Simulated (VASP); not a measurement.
# SnSe2 (P-3m1) in VASP: a series of runs

SnSe2 is run at these levels: PBE; tasks: single point.

Program: VASP 6.6.1. These are calculated values, not measurements. Logs are shortened: lines on timing, memory, paths and dates and some standing lists are left out, and cuts for length are marked.

## (1) The cell of the first run

Symmetry: P-3m1, No. 164, trigonal system. Conventional cell: a = 3.779 Å, b = 3.779 Å, c = 6.084 Å, α = 90.00°, β = 90.00°, γ = 120.00°. Sn (site symmetry -3m) has 6 Se at 2.66 Å within 3.5 Å. Within 3.5 Å of Se (site symmetry 3m) lie 3 Sn at 2.66 Å.

## (2) Single point, PBE

INCAR reads:

```
SYSTEM = SnSe2
PREC = Accurate
ENCUT = 520
EDIFF = 1E-7
ISMEAR = 0
SIGMA = 0.01
LREAL = .FALSE.
LASPH = .TRUE.
NELM = 80
ALGO = Normal
ISIF = 2
LWAVE = .FALSE.
LCHARG = .TRUE.
GGA = PE
LELF = .TRUE.
LVHAR = .TRUE.
NBANDS = 20
```

KPOINTS reads:

```
regular mesh
0
G
  6 6 3
  0 0 0
```

POSCAR reads:

```
SnSe2
1.0
    3.7789732757      0.0000000000      0.0000000000
   -1.8894866379      3.2726868532      0.0000000000
    0.0000000000      0.0000000000      6.0844345369
Sn Se
1 2
Direct
    0.0000000000      0.0000000000      0.0000000000
    0.3333333333      0.6666666667      0.2490000000
    0.6666666667      0.3333333333      0.7510000000
```

Potentials or basis: VASP PAW PBE potentials, release 64 (Sn_d, Se).

The run is started by

```
$ cat potpaw_PBE.64/Sn_d/POTCAR potpaw_PBE.64/Se/POTCAR > POTCAR
$ mpirun -np 1 vasp_std > vasp.out
```

OUTCAR:

```text
SYSTEM = SnSe2
   PREC = Accurate
   ENCUT = 520
   EDIFF = 1E-7
   ISMEAR = 0
   LREAL = .FALSE.
   LASPH = .TRUE.
   NELM = 80
   ISIF = 2
   GGA = PE

 ion  position               nearest neighbor table
   1  0.000  0.000  0.000-   2 2.66   3 2.66   3 2.66   2 2.66   3 2.66   2 2.66
   2  0.333  0.667  0.249-   1 2.66   1 2.66   1 2.66
   3  0.667  0.333  0.751-   1 2.66   1 2.66   1 2.66

  LATTYP: Found a hexagonal cell.
 ALAT       =     3.7789732757
 C/A-ratio  =     1.6100760955

  Lattice vectors:

 A1 = (   3.7789732757,   0.0000000000,   0.0000000000)
 A2 = (  -1.8894866379,   3.2726868532,   0.0000000000)
 A3 = (   0.0000000000,   0.0000000000,   6.0844345369)

Analysis of symmetry for initial positions (statically):
=====================================================================
 Subroutine PRICEL returns:
 Original cell was already a primitive cell.

 Routine SETGRP: Setting up the symmetry group for a
 hexagonal supercell.

 Subroutine GETGRP returns: Found 12 space group operations
 (whereof 12 operations were pure point group operations)
 out of a pool of 24 trial point group operations.

The static configuration has the point symmetry D_3d.

Analysis of symmetry for dynamics (positions and initial velocities):
=====================================================================
 Subroutine PRICEL returns:
 Original cell was already a primitive cell.

 Routine SETGRP: Setting up the symmetry group for a
 hexagonal supercell.

 Subroutine GETGRP returns: Found 12 space group operations
 (whereof 12 operations were pure point group operations)
 out of a pool of 24 trial point group operations.

The dynamic configuration has the point symmetry D_3d.

 Subroutine INISYM returns: Found 12 space group operations
 (whereof 12 operations are pure point group operations),
 and found     1 'primitive' translations

----------------------------------------------------------------------------------------

                                     Primitive cell

  volume of cell :      75.2486

  direct lattice vectors                    reciprocal lattice vectors
     3.778973276  0.000000000  0.000000000     0.264622141  0.152779665  0.000000000
    -1.889486638  3.272686853  0.000000000     0.000000000  0.305559329  0.000000000
     0.000000000  0.000000000  6.084434537     0.000000000  0.000000000  0.164353810

  length of vectors
     3.778973276  3.778973272  6.084434537     0.305559329  0.305559329  0.164353810

  position of ions in fractional coordinates (direct lattice)
     0.000000000  0.000000000  0.000000000
     0.333333333  0.666666667  0.249000000
     0.666666667  0.333333333  0.751000000

  ion indices of the primitive-cell ions
   primitive index   ion index
                 1           1
                 2           2
                 3           3

----------------------------------------------------------------------------------------

 KPOINTS: regular mesh

Automatic generation of k-mesh.
 Grid dimensions read from file:
 generate k-points for:    6    6    3

 Generating k-lattice:

  Cartesian coordinates                     Fractional coordinates (reciprocal lattice)
     0.044103690  0.025463277  0.000000000     0.166666667  0.000000000  0.000000000
     0.000000000  0.050926555  0.000000000     0.000000000  0.166666667  0.000000000
     0.000000000  0.000000000  0.054784603     0.000000000  0.000000000  0.333333333

  Length of vectors
     0.050926555  0.050926555  0.054784603

  Shift w.r.t. Gamma in fractional coordinates (k-lattice)
     0.000000000  0.000000000  0.000000000

 Subroutine IBZKPT returns following result:
 ===========================================

 Found     17 irreducible k-points:

 Following reciprocal coordinates:
            Coordinates               Weight
  0.000000  0.000000  0.000000      1.000000
  0.166667  0.000000  0.000000      6.000000
  0.333333 -0.000000  0.000000      6.000000
  0.500000  0.000000  0.000000      3.000000
  0.166667  0.166667  0.000000      6.000000
  0.333333  0.166667  0.000000     12.000000
[... 9 lines left out ...]
 -0.166667  0.500000  0.333333     12.000000
  0.333333  0.333333  0.333333      4.000000
   k-points           NKPTS =     17   k-points in BZ     NKDIM =     17   number of bands    NBANDS=     20
   number of dos      NEDOS =    301   number of ions     NIONS =      3
   total plane-waves  NPLWV =  37632
   dimension x,y,z NGX =    28 NGY =   28 NGZ =   48
   dimension x,y,z NGXF=    56 NGYF=   56 NGZF=   96
   ions per type =               1   2
   NGX,Y,Z   is equivalent  to a cutoff of  12.32, 12.32, 13.12 a.u.
   NGXF,Y,Z  is equivalent  to a cutoff of  24.64, 24.64, 26.23 a.u.
 SYSTEM =  SnSe2
   PREC   = accura    normal or accurate (medium, high low for compatibility)
   ISTART =      0    job   : 0-new  1-cont  2-samecut
   ICHARG =      2    charge: 1-file 2-atom 10-const
   ISPIN  =      1    spin polarized calculation?
   LNONCOLLINEAR =      F non collinear calculations
   LSORBIT =      F    spin-orbit coupling
   LASPH  =      T    aspherical Exc in radial PAW
   ENCUT  =  520.0 eV  38.22 Ry    6.18 a.u.   7.03  7.03 11.31*2*pi/ulx,y,z
   NELM   =     80;   NELMIN=  2; NELMDL= -5     # of ELM steps
   EDIFF  = 0.1E-06   stopping-criterion for ELM
   LREAL  =      F    real-space projection
   EDIFFG = 0.1E-05   stopping-criterion for IOM
   NSW    =      0    number of steps for IOM
   IBRION =     -1    ionic relax: 0-MD 1-quasi-New 2-CG
   NFREE  =      0    steps in history (QN), initial steepest desc. (CG)
   ISIF   =      2    stress and relaxation
   ISYM   =      2    0-nonsym 1-usesym 2-fastsym
   POTIM  = 0.5000    time-step for ionic-motion
   TEBEG  =    0.0;   TEEND  =   0.0 temperature during run
   PSTRESS=    0.0 pullay stress
   NELECT =      26.0000    total number of electrons
   NUPDOWN=      -1.0000    fix difference up-down
   EMIN   =  10.00;   EMAX   =-10.00  energy-range for DOS
   EFERMI =   0.00;   METHOD = LEGACY
   ISMEAR =     0;   SIGMA  =   0.01  broadening in eV -4-tet -1-fermi 0-gaus
   EFERMI_NEDOS =   21; number of points for ismear=-14 and -15
   IALGO  =     38    algorithm
   IMIX   =      4    mixing-type and parameters
     AMIX     =   0.40;   BMIX     =  1.00
     AMIX_MAG =   1.60;   BMIX_MAG =  1.00
  volume/ion in A,a.u.               =      25.08       169.27
  Fermi-wavevector in a.u.,A,eV,Ry     =   1.148770  2.170861 17.955237  1.319673
  Thomas-Fermi vector in A             =   2.285443
   LORBIT       =      0    0 simple, 1 ext, 2 COOP (PROOUT), +10 PAW based schemes
   GGA     = PE    functional components
   LHFCALC =     F    Hartree Fock is set to
   AEXX    =    0.0000 exact exchange contribution
   IVDW    =     0    specifies the selected vdW correction
   LEPSILON=     F    determine dielectric tensor
   LRPA    =     F    only Hartree local field effects (RPA)
 non-spin polarized calculation
 Gauss-broadening in eV      SIGMA  =   0.01
  energy-cutoff  :      520.00
  volume of cell :       75.25
 maximum number of plane-waves:      2037
   NGX = 15   NGY = 15   NGZ = 23

 number of electron      26.0000002 magnetization

 Free energy of the ion-electron system (eV)
  ---------------------------------------------------
  ext. energy  EPLUGINS =         0.00000000
  ---------------------------------------------------
  free energy    TOTEN  =       -11.64938011 eV

  energy without entropy =      -11.64938011  energy(sigma->0) =      -11.64938011

 E-fermi :   4.5866     XC(G=0):  -9.5669

 val. band max:        4.4582579204   @ k =   0.0000   0.0000   0.0000
 cond. band min:       5.2456953671   @ k =   0.5000   0.0000   0.3333
 fundamental gap:      0.7874374467
 Fermi energy:         4.5866433246

 k-point     1 :       0.0000    0.0000    0.0000
  band No.  band energies     occupation
      1     -16.8581      2.00000
      2     -16.8581      2.00000
      3     -16.8147      2.00000
      4     -16.7977      2.00000
      5     -16.7977      2.00000
      6      -9.7417      2.00000
[... 12 lines left out ...]
     19      13.4140      0.00000
     20      13.4140      0.00000

 k-point     2 :       0.1667    0.0000    0.0000
  band No.  band energies     occupation
      1     -16.8739      2.00000
      2     -16.8488      2.00000
      3     -16.8083      2.00000
      4     -16.8014      2.00000
      5     -16.7947      2.00000
      6      -9.4547      2.00000
[... 12 lines left out ...]
     19      12.7268      0.00000
     20      13.6696      0.00000

 k-point     3 :       0.3333   -0.0000    0.0000
  band No.  band energies     occupation
      1     -16.9088      2.00000
      2     -16.8383      2.00000
      3     -16.8178      2.00000
      4     -16.7832      2.00000
      5     -16.7805      2.00000
      6      -8.6798      2.00000
[... 12 lines left out ...]
     19      13.4550      0.00000
     20      14.3135      0.00000

 k-point     4 :       0.5000    0.0000    0.0000
  band No.  band energies     occupation
      1     -16.9269      2.00000
      2     -16.8367      2.00000
      3     -16.8230      2.00000
      4     -16.7729      2.00000
      5     -16.7697      2.00000
      6      -7.9902      2.00000
[... 12 lines left out ...]
     19      14.5856      0.00000
     20      15.1568      0.00000

 k-point     5 :       0.1667    0.1667    0.0000
  band No.  band energies     occupation
      1     -16.8923      2.00000
      2     -16.8473      2.00000
      3     -16.8086      2.00000
      4     -16.7994      2.00000
      5     -16.7809      2.00000
      6      -8.9172      2.00000
[... 12 lines left out ...]
     19      11.4354      0.00000
     20      14.7513      0.00000
[... 192 lines left out ...]
      6      -8.8034      2.00000
[... 12 lines left out ...]
     19      12.3980      0.00000
     20      13.3200      0.00000

 k-point    15 :       0.3333    0.1667    0.3333
  band No.  band energies     occupation
      1     -16.9099      2.00000
      2     -16.8510      2.00000
      3     -16.8130      2.00000
      4     -16.7844      2.00000
      5     -16.7718      2.00000
      6      -7.9931      2.00000
[... 12 lines left out ...]
     19      13.6167      0.00000
     20      14.1705      0.00000

 k-point    16 :      -0.1667    0.5000    0.3333
  band No.  band energies     occupation
      1     -16.9099      2.00000
      2     -16.8510      2.00000
      3     -16.8130      2.00000
      4     -16.7844      2.00000
      5     -16.7718      2.00000
      6      -7.9942      2.00000
[... 12 lines left out ...]
     19      12.8209      0.00000
     20      14.3427      0.00000

 k-point    17 :       0.3333    0.3333    0.3333
  band No.  band energies     occupation
      1     -16.8831      2.00000
      2     -16.8831      2.00000
      3     -16.7939      2.00000
      4     -16.7939      2.00000
      5     -16.7774      2.00000
      6      -7.4743      2.00000
[... 12 lines left out ...]
     19      13.4361      0.00000
     20      13.4361      0.00000

------------------------ aborting loop because EDIFF is reached ----------------------------------------

  FORCE on cell =-STRESS in cart. coord.  units (eV):
  Direction    XX          YY          ZZ          XY          YZ          ZX
  --------------------------------------------------------------------------------------
  -------------------------------------------------------------------------------------
  Total        3.4889960      3.4889960      4.1402830     -0.0000000      0.0000000     -0.0000000
  in kB       74.2869548     74.2869546     88.1540188     -0.0000000      0.0000000     -0.0000000
  external PRESSURE =      78.9093094 kB  Pullay stress =       0.0000000 kB

 VOLUME and BASIS-vectors are now :
 -----------------------------------------------------------------------------
  energy-cutoff  :      520.00
  volume of cell :       75.25
      direct lattice vectors                 reciprocal lattice vectors
     3.778973276  0.000000000  0.000000000     0.264622141  0.152779665  0.000000000
    -1.889486638  3.272686853  0.000000000     0.000000000  0.305559329  0.000000000
     0.000000000  0.000000000  6.084434537     0.000000000  0.000000000  0.164353810

 POSITION                                       TOTAL-FORCE (eV/Angst)
 -----------------------------------------------------------------------------------
      0.00000      0.00000      0.00000         0.000000      0.000000      0.000000
     -0.00000      2.18179      1.51502         0.000000      0.000000      1.040497
      1.88949      1.09090      4.56941        -0.000000     -0.000000     -1.040497
 -----------------------------------------------------------------------------------
    total drift:                                0.000000      0.000000      0.000000

  FREE ENERGIE OF THE ION-ELECTRON SYSTEM (eV)
  ---------------------------------------------------
  free  energy   TOTEN  =       -11.6493801140 eV

  energy  without entropy=      -11.6493801140  energy(sigma->0) =      -11.64938011
```

Wall time 49 s (1 thread of Intel Xeon 6975P-C, shared host); peak memory 0.19 GiB.

Results:

```yaml
Free_energy: -11.6494 eV
Pressure: 7.9 GPa
Largest_force: 1.040 eV/Å
Band_gap_on_the_k_mesh: 0.79 eV, indirect (least direct gap 1.21 eV)
```

Forces on the atoms (eV/Å):
```
Sn   0.000  0.000  0.000
Se   0.000  0.000  1.040
Se   0.000  0.000 -1.040
```

Caveat: spin-orbit coupling is left out, which moves the levels of the heavy elements; this functional lacks dispersion, which binds the layers, so the pressure and a relaxed spacing across them are unreliable; forces of over 1 eV/Å act on the atoms, so gaps and moduli don't describe the material at rest. A k mesh can miss the band edges.

## (3) Single point, PBE

This run uses another cell than the first one, of 25.73 Å³/atom, 1.026 times its volume.

INCAR reads:

```
SYSTEM = SnSe2
PREC = Accurate ; ENCUT = 520
EDIFF = 1E-6 ; ISMEAR = 0
SIGMA = 0.01 ; LREAL = .FALSE.
LASPH = .TRUE. ; NELM = 100
ALGO = Normal ; ISIF = 2
LWAVE = .FALSE. ; LCHARG = .TRUE.
GGA = PE ; LELF = .TRUE.
LVHAR = .TRUE. ; NBANDS = 20
```

KPOINTS is that of step 2.

POSCAR reads:

```
SnSe2
1.0
    3.8110000000      0.0000000000      0.0000000000
   -1.9055000000      3.3004228100      0.0000000000
    0.0000000000      0.0000000000      6.1360000000
Sn Se
1 2
Direct
    0.0000000000      0.0000000000      0.0000000000
    0.3333333333      0.6666666667      0.2490000000
    0.6666666667      0.3333333333      0.7510000000
```

Potentials or basis: VASP PAW PBE potentials, release 64 (Sn_d, Se).

The run is started by

```
$ cat potpaw_PBE.64/Sn_d/POTCAR potpaw_PBE.64/Se/POTCAR > POTCAR
$ mpirun -np 1 vasp_std > vasp.out
```

OUTCAR:

```text
SYSTEM = SnSe2
   PREC = Accurate
   ENCUT = 520
   EDIFF = 1E-6
   ISMEAR = 0
   LREAL = .FALSE.
   LASPH = .TRUE.
   NELM = 100
   ISIF = 2
   GGA = PE

 ion  position               nearest neighbor table
   1  0.000  0.000  0.000-   2 2.68   3 2.68   3 2.68   2 2.68   3 2.68   2 2.68
   2  0.333  0.667  0.249-   1 2.68   1 2.68   1 2.68
   3  0.667  0.333  0.751-   1 2.68   1 2.68   1 2.68

  LATTYP: Found a hexagonal cell.
 ALAT       =     3.8110000000
 C/A-ratio  =     1.6100760955

  Lattice vectors:

 A1 = (   3.8110000000,   0.0000000000,   0.0000000000)
 A2 = (  -1.9055000000,   3.3004228100,   0.0000000000)
 A3 = (   0.0000000000,   0.0000000000,   6.1360000000)

Analysis of symmetry for initial positions (statically):
=====================================================================
 Subroutine PRICEL returns:
 Original cell was already a primitive cell.

 Routine SETGRP: Setting up the symmetry group for a
 hexagonal supercell.

 Subroutine GETGRP returns: Found 12 space group operations
 (whereof 12 operations were pure point group operations)
 out of a pool of 24 trial point group operations.

The static configuration has the point symmetry D_3d.

[... 152 lines left out ...]
  energy without entropy =      -11.73107411  energy(sigma->0) =      -11.73107411

 E-fermi :   4.3147     XC(G=0):  -9.4521

 val. band max:        4.1735859552   @ k =   0.0000   0.0000   0.0000
 cond. band min:       4.9388611869   @ k =   0.5000  -0.0000   0.3333
 fundamental gap:      0.7652752318
 Fermi energy:         4.3147081150

 k-point     1 :       0.0000    0.0000    0.0000
  band No.  band energies     occupation
      1     -17.0984      2.00000
      2     -17.0984      2.00000
      3     -17.0602      2.00000
      4     -17.0449      2.00000
      5     -17.0449      2.00000
      6      -9.8241      2.00000
[... 380 lines left out ...]
     19      13.1176      0.00000
     20      13.1176      0.00000

------------------------ aborting loop because EDIFF is reached ----------------------------------------

  FORCE on cell =-STRESS in cart. coord.  units (eV):
  Direction    XX          YY          ZZ          XY          YZ          ZX
  --------------------------------------------------------------------------------------
  -------------------------------------------------------------------------------------
  Total        2.5017108      2.5017107      3.2076165     -0.0000000     -0.0000000      0.0000000
  in kB       51.9342421     51.9342420     66.5884863     -0.0000000     -0.0000000      0.0000000
  external PRESSURE =      56.8189901 kB  Pullay stress =       0.0000000 kB

 VOLUME and BASIS-vectors are now :
 -----------------------------------------------------------------------------
  energy-cutoff  :      520.00
  volume of cell :       77.18
      direct lattice vectors                 reciprocal lattice vectors
     3.811000000  0.000000000  0.000000000     0.262398321  0.151495741  0.000000000
    -1.905500000  3.300422810  0.000000000     0.000000000  0.302991482  0.000000000
     0.000000000  0.000000000  6.136000000     0.000000000  0.000000000  0.162972621

 POSITION                                       TOTAL-FORCE (eV/Angst)
 -----------------------------------------------------------------------------------
      0.00000      0.00000      0.00000         0.000000      0.000000      0.000000
     -0.00000      2.20028      1.52786        -0.000000     -0.000000      0.773844
      1.90550      1.10014      4.60814         0.000000      0.000000     -0.773844
 -----------------------------------------------------------------------------------
    total drift:                                0.000000      0.000000      0.000000

  FREE ENERGIE OF THE ION-ELECTRON SYSTEM (eV)
  ---------------------------------------------------
  free  energy   TOTEN  =       -11.7310741058 eV

  energy  without entropy=      -11.7310741058  energy(sigma->0) =      -11.73107411
```

OSZICAR:

```text
N       E                     dE             d eps       ncg     rms          rms(c)
DAV:   1     0.210192899247E+03    0.21019E+03   -0.12185E+04   700   0.148E+03
DAV:   2     0.113338077428E+02   -0.19886E+03   -0.19124E+03   740   0.394E+02
DAV:   3    -0.112659196744E+02   -0.22600E+02   -0.22326E+02   816   0.115E+02
DAV:   4    -0.119926422245E+02   -0.72672E+00   -0.72575E+00   820   0.217E+01
DAV:   5    -0.120101480191E+02   -0.17506E-01   -0.17505E-01   948   0.347E+00    0.523E+00
DAV:   6    -0.117519051548E+02    0.25824E+00   -0.49821E-01  1012   0.755E+00    0.338E+00
DAV:   7    -0.117307165278E+02    0.21189E-01   -0.16979E-01   824   0.264E+00    0.102E+00
DAV:   8    -0.117305068531E+02    0.20967E-03   -0.13208E-02   868   0.116E+00    0.291E-01
DAV:   9    -0.117310326632E+02   -0.52581E-03   -0.15972E-03   784   0.301E-01    0.884E-02
DAV:  10    -0.117310404949E+02   -0.78317E-05   -0.11244E-04   900   0.768E-02    0.349E-02
DAV:  11    -0.117310733990E+02   -0.32904E-04   -0.44526E-05   764   0.367E-02    0.682E-03
DAV:  12    -0.117310741058E+02   -0.70683E-06   -0.22227E-06   744   0.111E-02
   1 F= -.11731074E+02 E0= -.11731074E+02  d E =-.168360E-90
```

Run time: 43 s. Hardware: 1 thread of Intel Xeon 6975P-C, shared host; peak memory 0.19 GiB.

What came out:

```
Free energy            : -11.7311 eV
Pressure               : 5.7 GPa
Largest force          : 0.774 eV/Å
Band gap on the k mesh : 0.77 eV, indirect (least direct gap 1.09 eV)
```

Forces in eV/Å, atoms in the order of the input:
```
Sn   0.000  0.000  0.000
Se   0.000  0.000  0.774
Se   0.000  0.000 -0.774
```

Stress tensor (GPa, compression positive):
```
5.19 0.00 0.00
0.00 5.19 0.00
0.00 0.00 6.66
```

Levels at points of the mesh, in eV from the valence-band top:
```csv
k point,band 11,band 12,band 13,band 14,band 15,band 16
"(0.00, 0.00, 0.00)",-0.39,-0.39,0.00,1.09,2.94,4.64
"(0.50, 0.00, 0.00)",-2.68,-1.19,-0.30,1.15,3.80,5.45
```

Caveat: spin-orbit coupling is left out, which moves the levels of the heavy elements; this functional lacks dispersion, which binds the layers, so the pressure and a relaxed spacing across them are unreliable.
